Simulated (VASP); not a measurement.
# OF3 (Im-3m) in VASP: notebook

The runs below take OF3 through single point, relaxation of cell and atoms, with PBE+D3(BJ).

All numbers are computed with VASP 6.6.1; they aren't measurements. Logs are shortened: lines on timing, memory, paths and dates and some standing lists are left out, and cuts for length are marked.

**1. The cell of the first run**

It takes space group Im-3m (No. 229, cubic). The conventional cell has a = 4.542 Å, b = 4.542 Å, c = 4.542 Å, α = 90.00°, β = 90.00°, γ = 90.00°. O (site symmetry m-3m) has 6 F at 2.27 Å within 3.0 Å. Within 3.0 Å of F (site symmetry 4/mmm) lie 2 O at 2.27 Å and 4 F at 2.27 Å.

**2. Single point, PBE+D3(BJ), collinear spin, ferromagnetic start**

File INCAR:

```
ALGO = Normal ; EDIFF = 1E-6
ENCUT = 520 ; GGA = PE
ISIF = 2 ; ISMEAR = 0
ISPIN = 2 ; IVDW = 12
LASPH = T ; LCHARG = F
LORBIT = 11 ; LREAL = F
LWAVE = F ; MAGMOM = 1 1 1 1
NBANDS = 26 ; NELM = 150
PREC = Accurate ; SIGMA = 0.1
```

File KPOINTS:

```
k-points
0
Gamma
  6 6 6
```

File POSCAR:

```
OF3
1.0
   -2.2709664255      2.2709664255      2.2709664255
    2.2709664255     -2.2709664255      2.2709664255
    2.2709664255      2.2709664255     -2.2709664255
O F
1 3
Direct
    0.0000000000      0.0000000000      0.0000000000
    0.0000000000      0.5000000000      0.5000000000
    0.5000000000      0.0000000000      0.5000000000
    0.5000000000      0.5000000000      0.0000000000
```

Potentials or basis: VASP PAW PBE potentials, release 64 (O, F).

Started as:

```sh
$ cat potpaw_PBE.64/O/POTCAR potpaw_PBE.64/F/POTCAR > POTCAR
$ mpirun -np 1 vasp_std > vasp.out
```

OUTCAR:

```text
EDIFF = 1E-6
   ENCUT = 520
   GGA = PE
   ISIF = 2
   ISMEAR = 0
   ISPIN = 2
   IVDW = 12
   LASPH = T
   LORBIT = 11
   LREAL = F
   NELM = 150
   PREC = Accurate
 IVDW          = 12

 ion  position               nearest neighbor table
   1  0.000  0.000  0.000-
   2  0.000  0.500  0.500-
   3  0.500  0.000  0.500-
   4  0.500  0.500  0.000-

  LATTYP: Found a body centered cubic cell.
 ALAT       =     4.5419328510

  Lattice vectors:

 A1 = (  -2.2709664255,   2.2709664255,   2.2709664255)
 A2 = (   2.2709664255,  -2.2709664255,   2.2709664255)
 A3 = (   2.2709664255,   2.2709664255,  -2.2709664255)

Analysis of symmetry for initial positions (statically):
=====================================================================
 Subroutine PRICEL returns:
 Original cell was already a primitive cell.

 Routine SETGRP: Setting up the symmetry group for a
 body centered cubic supercell.

 Subroutine GETGRP returns: Found 48 space group operations
 (whereof 48 operations were pure point group operations)
 out of a pool of 48 trial point group operations.

The static configuration has the point symmetry O_h .

Analysis of symmetry for dynamics (positions and initial velocities):
=====================================================================
 Subroutine PRICEL returns:
 Original cell was already a primitive cell.

 Routine SETGRP: Setting up the symmetry group for a
 body centered cubic supercell.

 Subroutine GETGRP returns: Found 48 space group operations
 (whereof 48 operations were pure point group operations)
 out of a pool of 48 trial point group operations.

The dynamic configuration has the point symmetry O_h .

Analysis of structural, dynamic, and magnetic symmetry:
=====================================================================
 Subroutine PRICEL returns:
 Original cell was already a primitive cell.

 Routine SETGRP: Setting up the symmetry group for a
 body centered cubic supercell.

 Subroutine GETGRP returns: Found 48 space group operations
 (whereof 48 operations were pure point group operations)
 out of a pool of 48 trial point group operations.

The overall configuration has the point symmetry O_h .

 Subroutine INISYM returns: Found 48 space group operations
 (whereof 48 operations are pure point group operations),
 and found     1 'primitive' translations

----------------------------------------------------------------------------------------

                                     Primitive cell

  volume of cell :      46.8481

  direct lattice vectors                    reciprocal lattice vectors
    -2.270966426  2.270966426  2.270966426     0.000000000  0.220170582  0.220170582
     2.270966426 -2.270966426  2.270966426     0.220170582  0.000000000  0.220170582
     2.270966426  2.270966426 -2.270966426     0.220170582  0.220170582  0.000000000

  length of vectors
     3.933429231  3.933429231  3.933429231     0.311368223  0.311368223  0.311368223

  position of ions in fractional coordinates (direct lattice)
     0.000000000  0.000000000  0.000000000
     0.000000000  0.500000000  0.500000000
     0.500000000  0.000000000  0.500000000
     0.500000000  0.500000000  0.000000000

  ion indices of the primitive-cell ions
   primitive index   ion index
                 1           1
                 2           2
                 3           3
                 4           4

----------------------------------------------------------------------------------------

 KPOINTS: k-points

Automatic generation of k-mesh.
 Grid dimensions read from file:
 generate k-points for:    6    6    6

 Generating k-lattice:

  Cartesian coordinates                     Fractional coordinates (reciprocal lattice)
     0.000000000  0.036695097  0.036695097     0.166666667  0.000000000  0.000000000
     0.036695097  0.000000000  0.036695097     0.000000000  0.166666667  0.000000000
     0.036695097  0.036695097  0.000000000     0.000000000  0.000000000  0.166666667

  Length of vectors
     0.051894704  0.051894704  0.051894704

  Shift w.r.t. Gamma in fractional coordinates (k-lattice)
     0.000000000  0.000000000  0.000000000

 Subroutine IBZKPT returns following result:
 ===========================================

 Found     16 irreducible k-points:

 Following reciprocal coordinates:
            Coordinates               Weight
  0.000000  0.000000  0.000000      1.000000
  0.166667  0.000000  0.000000     12.000000
  0.333333  0.000000  0.000000     12.000000
  0.500000  0.000000  0.000000      6.000000
  0.166667  0.166667  0.000000     24.000000
  0.333333  0.166667  0.000000     48.000000
[... 8 lines left out ...]
  0.500000  0.500000  0.333333     12.000000
  0.500000  0.500000  0.500000      1.000000
   k-points           NKPTS =     16   k-points in BZ     NKDIM =     16   number of bands    NBANDS=     26
   number of dos      NEDOS =    301   number of ions     NIONS =      4
   total plane-waves  NPLWV =  27000
   dimension x,y,z NGX =    30 NGY =   30 NGZ =   30
   dimension x,y,z NGXF=    60 NGYF=   60 NGZF=   60
   ions per type =               1   3
   NGX,Y,Z   is equivalent  to a cutoff of  12.68, 12.68, 12.68 a.u.
   NGXF,Y,Z  is equivalent  to a cutoff of  25.36, 25.36, 25.36 a.u.
 SYSTEM =  unknown system
   PREC   = accura    normal or accurate (medium, high low for compatibility)
   ISTART =      0    job   : 0-new  1-cont  2-samecut
   ICHARG =      2    charge: 1-file 2-atom 10-const
   ISPIN  =      2    spin polarized calculation?
   LNONCOLLINEAR =      F non collinear calculations
   LSORBIT =      F    spin-orbit coupling
   LASPH  =      T    aspherical Exc in radial PAW
   ENCUT  =  520.0 eV  38.22 Ry    6.18 a.u.   7.31  7.31  7.31*2*pi/ulx,y,z
   NELM   =    150;   NELMIN=  2; NELMDL= -5     # of ELM steps
   EDIFF  = 0.1E-05   stopping-criterion for ELM
   LREAL  =      F    real-space projection
   EDIFFG = 0.1E-04   stopping-criterion for IOM
   NSW    =      0    number of steps for IOM
   IBRION =     -1    ionic relax: 0-MD 1-quasi-New 2-CG
   NFREE  =      0    steps in history (QN), initial steepest desc. (CG)
   ISIF   =      2    stress and relaxation
   ISYM   =      2    0-nonsym 1-usesym 2-fastsym
   POTIM  = 0.5000    time-step for ionic-motion
   TEBEG  =    0.0;   TEEND  =   0.0 temperature during run
   PSTRESS=    0.0 pullay stress
   NELECT =      27.0000    total number of electrons
   NUPDOWN=      -1.0000    fix difference up-down
   EMIN   =  10.00;   EMAX   =-10.00  energy-range for DOS
   EFERMI =   0.00;   METHOD = LEGACY
   ISMEAR =     0;   SIGMA  =   0.10  broadening in eV -4-tet -1-fermi 0-gaus
   EFERMI_NEDOS =   21; number of points for ismear=-14 and -15
   IALGO  =     38    algorithm
   IMIX   =      4    mixing-type and parameters
     AMIX     =   0.40;   BMIX     =  1.00
     AMIX_MAG =   1.60;   BMIX_MAG =  1.00
  volume/ion in A,a.u.               =      11.71        79.04
  Fermi-wavevector in a.u.,A,eV,Ry     =   1.362381  2.574528 25.253544  1.856083
  Thomas-Fermi vector in A             =   2.488876
   LORBIT       =     11    0 simple, 1 ext, 2 COOP (PROOUT), +10 PAW based schemes
   GGA     = PE    functional components
   LHFCALC =     F    Hartree Fock is set to
   AEXX    =    0.0000 exact exchange contribution
   IVDW    =    12    specifies the selected vdW correction
   LEPSILON=     F    determine dielectric tensor
   LRPA    =     F    only Hartree local field effects (RPA)
 spin polarized calculation
 Gauss-broadening in eV      SIGMA  =   0.10
  energy-cutoff  :      520.00
  volume of cell :       46.85
 maximum number of plane-waves:      1282
 NGX is ok and might be reduce to    30
   NGX = 15   NGY = 15   NGZ = 15

 number of electron      27.0000030 magnetization       4.9984087

 Free energy of the ion-electron system (eV)
  ---------------------------------------------------
  ext. energy  EPLUGINS =         0.00000000
  ---------------------------------------------------
  free energy    TOTEN  =        -7.01234430 eV

  energy without entropy =       -6.99573762  energy(sigma->0) =       -7.00404096

 E-fermi :  -3.0014     XC(G=0):  -9.4119

 val. band max:       -3.0124875458   @ k =   0.3333   0.1667   0.0000
 cond. band min:      -2.9903933405   @ k =   0.5000   0.5000   0.1667
 fundamental gap:      0.0220942053
 Fermi energy:        -3.0013937590

 spin component 1

 k-point     1 :       0.0000    0.0000    0.0000
  band No.  band energies     occupation
      1     -25.5300      1.00000
      2     -23.9537      1.00000
      3     -23.9537      1.00000
      4     -21.2240      1.00000
      5      -7.5180      1.00000
      6      -7.5180      1.00000
[... 17 lines left out ...]
     24      21.7175      0.00000
     25      21.7175      0.00000
[... 396 lines left out ...]
      2     -24.7861      1.00000
      3     -23.8883      1.00000
      4     -21.1544      1.00000
      5      -8.4491      1.00000
      6      -8.4491      1.00000
[... 17 lines left out ...]
     24      18.1368      0.00000
     25      18.1368      0.00000
 Fermi energy:        -3.0013937590

 spin component 2

 k-point     1 :       0.0000    0.0000    0.0000
  band No.  band energies     occupation
      1     -23.8820      1.00000
      2     -22.2313      1.00000
      3     -22.2313      1.00000
      4     -17.1456      1.00000
      5      -5.4891      1.00000
      6      -5.4891      1.00000
[... 17 lines left out ...]
     24      22.9568      0.00000
     25      22.9568      0.00000
[... 396 lines left out ...]
      2     -23.1344      1.00000
      3     -22.0437      1.00000
      4     -17.1166      1.00000
      5      -6.6529      1.00000
      6      -6.6529      1.00000
[... 17 lines left out ...]
     24      18.5724      0.00000
     25      18.5724      0.00000
 [bands above 25 left out]

------------------------ aborting loop because EDIFF is reached ----------------------------------------

 Edisp (eV)   -0.24927

 E8    (eV) :    -0.0567

  FORCE on cell =-STRESS in cart. coord.  units (eV):
  Direction    XX          YY          ZZ          XY          YZ          ZX
  --------------------------------------------------------------------------------------
  -------------------------------------------------------------------------------------
  Total      -0.16622    -0.16622    -0.16622    -0.00000     0.00000    -0.00000
  in kB      -5.68451    -5.68451    -5.68451    -0.00000     0.00000    -0.00000
  external pressure =       -5.68 kB  Pullay stress =        0.00 kB

 VOLUME and BASIS-vectors are now :
 -----------------------------------------------------------------------------
  energy-cutoff  :      520.00
  volume of cell :       46.85
      direct lattice vectors                 reciprocal lattice vectors
    -2.270966426  2.270966426  2.270966426     0.000000000  0.220170582  0.220170582
     2.270966426 -2.270966426  2.270966426     0.220170582  0.000000000  0.220170582
     2.270966426  2.270966426 -2.270966426     0.220170582  0.220170582  0.000000000

 POSITION                                       TOTAL-FORCE (eV/Angst)
 -----------------------------------------------------------------------------------
      0.00000      0.00000      0.00000         0.000000      0.000000     -0.000000
      2.27097      0.00000      0.00000        -0.000000      0.000000     -0.000000
      0.00000      2.27097      0.00000         0.000000     -0.000000     -0.000000
      0.00000      0.00000      2.27097        -0.000000      0.000000      0.000000
 -----------------------------------------------------------------------------------
    total drift:                                0.000000     -0.000000      0.000000

  FREE ENERGIE OF THE ION-ELECTRON SYSTEM (eV)
  ---------------------------------------------------
  free  energy   TOTEN  =        -7.2616174923 eV

  energy  without entropy=       -7.2450108056  energy(sigma->0) =       -7.25331415

 total charge

# of ion       s       p       d       tot
------------------------------------------
    1        1.655   2.790   0.000   4.445
    2        1.766   4.043   0.000   5.809
    3        1.766   4.043   0.000   5.809
    4        1.766   4.043   0.000   5.809
--------------------------------------------------
tot          6.955  14.918   0.000  21.873

 magnetization (x)

# of ion       s       p       d       tot
------------------------------------------
    1        0.018   1.914   0.000   1.932
    2        0.006   0.844   0.000   0.850
    3        0.006   0.844   0.000   0.850
    4        0.006   0.844   0.000   0.850
--------------------------------------------------
tot          0.036   4.447   0.000   4.483
```

It took 40 s on 1 thread of Intel Xeon 6975P-C (Granite Rapids), shared host; peak memory 0.19 GiB.

Results:

```
Free energy                                           : -7.2616 eV
Pressure                                              : -0.6 GPa
Band gap on the k mesh                                : zero (filled and empty bands overlap)
Net moment                                            : 5.00 μB per cell
Site moments                                          : O +1.93; F +0.85 μB
Valence electrons inside the program's atomic spheres : O 4.45; F 5.81
Dispersion energy per atom                            : -0.062 eV
```

Levels at points of the mesh, in eV from the Fermi level:
Spin up:
| k point | band 12 | band 13 | band 14 | band 15 | band 16 | band 17 | band 18 | band 19 | band 20 | band 21 |
| --- | --- | --- | --- | --- | --- | --- | --- | --- | --- | --- |
| (0.00, 0.00, 0.00) | -1.27 | -1.27 | -0.56 | -0.56 | -0.56 | 11.21 | 15.49 | 15.49 | 15.49 | 24.51 |
| (0.50, 0.00, 0.00) | -2.38 | -2.22 | -2.05 | -0.94 | -0.87 | 14.66 | 14.75 | 16.77 | 17.20 | 22.28 |
| (0.50, 0.50, 0.50) | -0.92 | -0.92 | -0.84 | -0.84 | -0.84 | 17.01 | 17.01 | 17.01 | 18.97 | 18.97 |
Spin down:
```csv
k point,band 9,band 10,band 11,band 12,band 13,band 14
"(0.00, 0.00, 0.00)",-2.22,-2.22,0.90,0.90,0.90,2.34
"(0.50, 0.00, 0.00)",-1.17,-0.87,-0.66,-0.46,0.78,0.85
"(0.50, 0.50, 0.50)",-1.44,-1.44,1.05,1.05,1.05,2.26
```

Caveat: pairwise dispersion overbinds metals, which lowers pressure and volume.

**3. Single point, PBE+D3(BJ), collinear spin, ferromagnetic start**

This run uses another cell than the first one, of 13.46 Å³/atom, 1.149 times its volume.

File INCAR:

```
SYSTEM = OF3
PREC     = Accurate       ! precision mode
ENCUT    = 520            ! plane-wave cutoff, eV
EDIFF    = 1E-6           ! SCF threshold, eV
ISMEAR   = 0              ! smearing method
SIGMA    = 0.1            ! smearing width, eV
LREAL    = .FALSE.        ! projectors in reciprocal space
LASPH    = .TRUE.         ! aspherical terms in the spheres
NELM     = 150            ! most SCF steps
ALGO     = Normal         ! electronic algorithm
ISIF     = 2              ! what is computed and relaxed
LWAVE    = .FALSE.        ! write WAVECAR
LCHARG   = .TRUE.         ! write CHGCAR
ISPIN    = 2              ! spin polarisation
MAGMOM   = 1 1 1 1        ! initial moments
LORBIT   = 11             ! projections on sites
GGA      = PE             ! functional
IVDW     = 12             ! dispersion correction
LELF     = .TRUE.         ! ELF
LVHAR    = .TRUE.       
NBANDS   = 26             ! bands
```

File KPOINTS:

```
regular mesh
0
G
  6 6 6
  0 0 0
```

File POSCAR:

```
OF3
1.0
   -2.3787732100      2.3787732100      2.3787732100
    2.3787732100     -2.3787732100      2.3787732100
    2.3787732100      2.3787732100     -2.3787732100
O F
1 3
Direct
    0.0000000000      0.0000000000      0.0000000000
    0.0000000000      0.5000000000      0.5000000000
    0.5000000000      0.0000000000      0.5000000000
    0.5000000000      0.5000000000      0.0000000000
```

Potentials or basis: VASP PAW PBE potentials, release 64 (O, F).

Started as:

```sh
$ cat potpaw_PBE.64/O/POTCAR potpaw_PBE.64/F/POTCAR > POTCAR
$ mpirun -np 1 vasp_std > vasp.out
```

Run time: 34 s. Hardware: 1 thread of Intel Xeon 6975P-C (Granite Rapids), shared host; peak memory 0.22 GiB.

The run converged. Its results:

```
Free energy                                           : -7.1397 eV
Pressure                                              : -5.3 GPa
Band gap on the k mesh                                : zero (filled and empty bands overlap)
Net moment                                            : 5.00 μB per cell
Site moments                                          : O +1.94; F +0.84 μB
Valence electrons inside the program's atomic spheres : O 4.42; F 5.80
Dispersion energy per atom                            : -0.054 eV
```

Levels at points of the mesh, in eV from the Fermi level:
Spin up:
```tsv
k point	band 14	band 15	band 16	band 17	band 18	band 19
(0.00, 0.00, 0.00)	-0.84	-0.84	-0.84	10.37	15.27	15.27
(0.50, 0.00, 0.00)	-1.92	-1.14	-1.08	13.68	13.77	16.12
(0.50, 0.50, 0.50)	-1.07	-1.07	-1.07	15.92	15.92	15.92
```
Spin down:
| k point | band 8 | band 9 | band 10 | band 11 | band 12 | band 13 | band 14 | band 15 |
| --- | --- | --- | --- | --- | --- | --- | --- | --- |
| (0.00, 0.00, 0.00) | -1.83 | -1.83 | -1.83 | 0.73 | 0.73 | 0.73 | 1.90 | 1.90 |
| (0.50, 0.00, 0.00) | -0.98 | -0.96 | -0.70 | -0.58 | -0.38 | 0.65 | 0.70 | 0.83 |
| (0.50, 0.50, 0.50) | -1.20 | -1.20 | -1.20 | 0.85 | 0.85 | 0.85 | 1.84 | 1.84 |

Caveat: pairwise dispersion overbinds metals, which lowers pressure and volume.

(Part 1 of 2 ends here.)
